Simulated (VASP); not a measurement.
# Nb8H in VASP: single point with PBE

Aim: the single point of Nb8H with PBE.

Everything below comes from runs of VASP 6.6.1. Logs are shortened: lines on timing, memory, paths and dates and some standing lists are left out, and cuts for length are marked.

## Step 1: The cell of the first run

The typed cell holds 9 atoms: a = 5.774 Å, b = 5.774 Å, c = 5.774 Å, α = 109.29°, β = 109.84°, γ = 109.29°.

## Step 2: Single point, PBE

Contents of INCAR:

```
SYSTEM = Nb8H
PREC     = Accurate       ! precision mode
ENCUT    = 520            ! plane-wave cutoff, eV
EDIFF    = 1E-7           ! SCF threshold, eV
ISMEAR   = 0              ! smearing method
SIGMA    = 0.1            ! smearing width, eV
LREAL    = .FALSE.        ! projectors in reciprocal space
LASPH    = .TRUE.         ! aspherical terms in the spheres
NELM     = 60             ! most SCF steps
ALGO     = Fast           ! electronic algorithm
ISIF     = 2              ! what is computed and relaxed
LWAVE    = .FALSE.        ! write WAVECAR
LCHARG   = .FALSE.        ! write CHGCAR
GGA      = PE             ! functional
NBANDS   = 62             ! bands
```

Contents of KPOINTS:

```
Automatic mesh
0
G
  6 6 6
  0 0 0
```

Contents of POSCAR:

```
Nb8H
1.0
   -3.3411810673      3.3182807513      3.3411810673
    3.3409255063     -3.3182807513      3.3409255063
    3.3411810673      3.3182807513     -3.3411810673
Nb H
8 1
Direct
    0.0039927366      0.0064379154     -0.0031295245
    0.0024451789      0.0064379154      0.5095674399
    0.0070962956      0.5155176617      0.0051703969
    0.0040599597      0.5208168836      0.5111822207
    0.5032801347      0.0117371373      0.0052060335
    0.5084570027      0.0117371373      0.5065311040
    0.5084213661      0.5155176617      0.0103472649
    0.5167569241      0.5208168836      0.5096346630
    0.1318136998      0.2636273995      0.3818136998
```

Potentials or basis: VASP PAW PBE potentials, release 64 (Nb_sv, H).

Run with:

```console
> cat potpaw_PBE.64/Nb_sv/POTCAR potpaw_PBE.64/H/POTCAR > POTCAR
> mpirun -np 1 vasp_std > vasp.out
```

OUTCAR:

```text
SYSTEM = Nb8H
   PREC = Accurate
   ENCUT = 520
   EDIFF = 1E-7
   ISMEAR = 0
   LREAL = .FALSE.
   LASPH = .TRUE.
   NELM = 60
   ISIF = 2
   GGA = PE

 ion  position               nearest neighbor table
   1  0.004  0.006  0.997-   9 1.92   8 2.81   2 2.81   3 2.86   5 2.86   3 2.92   5 2.92   2 2.96
                             8 2.96
   2  0.002  0.006  0.510-   9 1.92   4 2.81   1 2.81   7 2.86   6 2.86   7 2.92   6 2.92   1 2.96
                             4 2.96
   3  0.007  0.516  0.005-   1 2.86   4 2.86   7 2.88   6 2.88   6 2.89   7 2.89   1 2.92   4 2.92
[... 7 lines left out ...]
   7  0.508  0.516  0.010-   2 2.86   8 2.86   3 2.88   5 2.88   5 2.89   3 2.89   2 2.92   8 2.92

   8  0.517  0.521  0.510-   9 1.92   1 2.81   4 2.81   6 2.86   7 2.86   6 2.92   7 2.92   4 2.96
                             1 2.96
   9  0.132  0.264  0.382-   4 1.92   2 1.92   1 1.92   8 1.92

  LATTYP: Found a face centered orthorhombic cell.
 ALAT       =     6.6365615026
 B/A-ratio  =     1.4238644997
 C/A-ratio  =     1.4239734169

  Lattice vectors:

 A1 = (   6.6821065736,   0.0000000000,  -0.0002555610)
 A2 = (   3.3411810673,   3.3182807513,  -3.3411810673)
 A3 = (   3.3409255063,   3.3182807513,   3.3409255063)

Analysis of symmetry for initial positions (statically):
=====================================================================
 Subroutine PRICEL returns:
 Original cell was already a primitive cell.

 Routine SETGRP: Setting up the symmetry group for a
 face centered orthorhombic supercell.

 Subroutine GETGRP returns: Found  4 space group operations
 (whereof  1 operations were pure point group operations)
 out of a pool of  8 trial point group operations.

The static configuration has the point symmetry C_1 .
 The point group associated with its full space group is D_2 .

Analysis of symmetry for dynamics (positions and initial velocities):
=====================================================================
 Subroutine PRICEL returns:
 Original cell was already a primitive cell.

 Routine SETGRP: Setting up the symmetry group for a
 face centered orthorhombic supercell.

 Subroutine GETGRP returns: Found  4 space group operations
 (whereof  1 operations were pure point group operations)
 out of a pool of  8 trial point group operations.

[... 119 lines left out ...]
   IBRION =     -1    ionic relax: 0-MD 1-quasi-New 2-CG
   NFREE  =      0    steps in history (QN), initial steepest desc. (CG)
   ISIF   =      2    stress and relaxation
   ISYM   =      2    0-nonsym 1-usesym 2-fastsym
   POTIM  = 0.5000    time-step for ionic-motion
   TEBEG  =    0.0;   TEEND  =   0.0 temperature during run
   PSTRESS=    0.0 pullay stress
   NELECT =     105.0000    total number of electrons
   NUPDOWN=      -1.0000    fix difference up-down
   EMIN   =  10.00;   EMAX   =-10.00  energy-range for DOS
   EFERMI =   0.00;   METHOD = LEGACY
   ISMEAR =     0;   SIGMA  =   0.10  broadening in eV -4-tet -1-fermi 0-gaus
   EFERMI_NEDOS =   21; number of points for ismear=-14 and -15
   IALGO  =     68    algorithm
   IMIX   =      4    mixing-type and parameters
     AMIX     =   0.40;   BMIX     =  1.00
     AMIX_MAG =   1.60;   BMIX_MAG =  1.00
  volume/ion in A,a.u.               =      16.46       111.09
  Fermi-wavevector in a.u.,A,eV,Ry     =   1.459569  2.758185 28.985057  2.130342
  Thomas-Fermi vector in A             =   2.576121
   LORBIT       =      0    0 simple, 1 ext, 2 COOP (PROOUT), +10 PAW based schemes
   GGA     = PE    functional components
   LHFCALC =     F    Hartree Fock is set to
   AEXX    =    0.0000 exact exchange contribution
   IVDW    =     0    specifies the selected vdW correction
   LEPSILON=     F    determine dielectric tensor
   LRPA    =     F    only Hartree local field effects (RPA)
 non-spin polarized calculation
 RMM-DIIS sequential band-by-band and
 Gauss-broadening in eV      SIGMA  =   0.10
  energy-cutoff  :      520.00
  volume of cell :      148.16
 maximum number of plane-waves:      4045
 NGX is ok and might be reduce to    48
   NGX = 21   NGY = 21   NGZ = 21

 number of electron     105.0000001 magnetization

 Free energy of the ion-electron system (eV)
  ---------------------------------------------------
  ext. energy  EPLUGINS =         0.00000000
  ---------------------------------------------------
  free energy    TOTEN  =       -85.60708335 eV

  energy without entropy =      -85.56584292  energy(sigma->0) =      -85.58646314

 E-fermi :  10.8936     XC(G=0): -12.4224

 val. band max:       10.8809848506   @ k =  -0.1667   0.5000   0.1667
 cond. band min:      10.8998481164   @ k =  -0.3333   0.1667   0.3333
 fundamental gap:      0.0188632658
 Fermi energy:        10.8935686735

 k-point     1 :       0.0000    0.0000    0.0000
  band No.  band energies     occupation
      1     -43.5082      2.00000
      2     -43.2964      2.00000
      3     -43.2963      2.00000
      4     -43.2861      2.00000
      5     -43.2831      2.00000
      6     -43.2710      2.00000
[... 1549 lines left out ...]
     61      13.2773      0.00000
     62      13.3412      0.00000

 [... further k-points ...]

------------------------ aborting loop because EDIFF is reached ----------------------------------------

  FORCE on cell =-STRESS in cart. coord.  units (eV):
  Direction    XX          YY          ZZ          XY          YZ          ZX
  --------------------------------------------------------------------------------------
  -------------------------------------------------------------------------------------
  Total       -0.3601657     -0.3593050     -0.3601657      0.0000000      0.0000000      0.0010050
  in kB       -3.8946910     -3.8853840     -3.8946910      0.0000000      0.0000000      0.0108676
  external PRESSURE =      -3.8915887 kB  Pullay stress =       0.0000000 kB

 VOLUME and BASIS-vectors are now :
 -----------------------------------------------------------------------------
  energy-cutoff  :      520.00
  volume of cell :      148.16
      direct lattice vectors                 reciprocal lattice vectors
    -3.341181067  3.318280751  3.341181067     0.000005724  0.150680439  0.149653405
     3.340925506 -3.318280751  3.340925506     0.149659129  0.000000000  0.149659129
     3.341181067  3.318280751 -3.341181067     0.149653405  0.150680439  0.000005724

 POSITION                                       TOTAL-FORCE (eV/Angst)
 -----------------------------------------------------------------------------------
      3.33889      3.29978     -3.29588        -0.007900      0.009721      0.002705
      1.71590      1.67764     -1.67288         0.002705     -0.009721     -0.007900
      1.71587     -1.66993      1.72874         0.001372      0.002224      0.010985
      3.43440     -0.01850      0.04562         0.007900      0.009721     -0.002705
     -1.62494      1.64835      1.70337        -0.001372      0.002224     -0.010985
      0.03278      3.32907      0.04565        -0.010985     -0.002224     -0.001372
      0.05815      0.01079      3.38646         0.010985     -0.002224      0.001372
      1.71621      1.67764      1.76381        -0.002705     -0.009721      0.007900
      1.71605      0.82957      0.04546         0.000000      0.000000      0.000000
 -----------------------------------------------------------------------------------
    total drift:                               -0.000001      0.000000     -0.000003

  FREE ENERGIE OF THE ION-ELECTRON SYSTEM (eV)
  ---------------------------------------------------
  free  energy   TOTEN  =       -85.6070833549 eV

  energy  without entropy=      -85.5658429189  energy(sigma->0) =      -85.58646314
```

stdout:

```text
POSCAR found type information on POSCAR NbH
 POSCAR found :  2 types and       9 ions
 scaLAPACK will be used
[... 45 lines left out ...]
 num prob  num prob  num prob  num prob RMM:  34    -0.856070647163E+02   -0.23607E-05   -0.25197E-05  9559   0.161E-02    0.412E-02
 num prob  num prob  num prob  num prob  num prob  num prob  num prob  num prob WARNING in EDDRMM: call to ZHEGV failed, returncode =   6  3     36
 num prob  num prob  num prob  num prob  num prob  num prob  num prob  num prob  num prob  num prob  num prob  num prob  num prob  num prob  num prob  num prob  num prob  num prob  num prob  num prob  num prob  num prob  num prob  num prob  num prob  num prob  num prob  num prob  num prob  num prob  num prob  num prob  num prob  num prob  num prob  num prob  num prob  num prob  num prob  num prob  num prob  num prob  num prob  num prob  num prob  num prob  num prob  num prob  num prob  num prob
```

Wall time 54 min (1 thread of Intel Xeon Platinum 8259CL at 2.50GHz (Skylake/Cascade Lake), shared host); peak memory 0.5 GiB.

Results:

- Free energy: -85.6071 eV
- Pressure: -0.4 GPa
- Largest force: 0.013 eV/Å
- Band gap on the k mesh: zero (an odd number of electrons rules out a gap without spin polarisation)

Forces in eV/Å, atoms in the order of the input:
```
Nb  -0.008  0.010  0.003
Nb   0.003 -0.010 -0.008
Nb   0.001  0.002  0.011
Nb   0.008  0.010 -0.003
Nb  -0.001  0.002 -0.011
Nb  -0.011 -0.002 -0.001
Nb   0.011 -0.002  0.001
Nb  -0.003 -0.010  0.008
H    0.000  0.000  0.000
```

Levels at points of the mesh, in eV from the Fermi level:
| k point | band 51 | band 52 | band 53 | band 54 | band 55 | band 56 |
| --- | --- | --- | --- | --- | --- | --- |
| (0.00, 0.00, 0.00) | 0.39 | 2.04 | 2.13 | 2.15 | 2.15 | 2.15 |
| (0.50, 0.00, 0.00) | -0.37 | -0.32 | -0.24 | -0.04 | 0.70 | 0.78 |
| (0.00, 0.50, 0.00) | -0.39 | -0.39 | -0.28 | 0.07 | 0.68 | 0.81 |
| (0.50, 0.00, 0.50) | -0.39 | -0.39 | -0.28 | 0.06 | 0.68 | 0.81 |
| (0.50, 0.50, 0.50) | 0.75 | 0.78 | 0.78 | 0.79 | 0.83 | 0.83 |
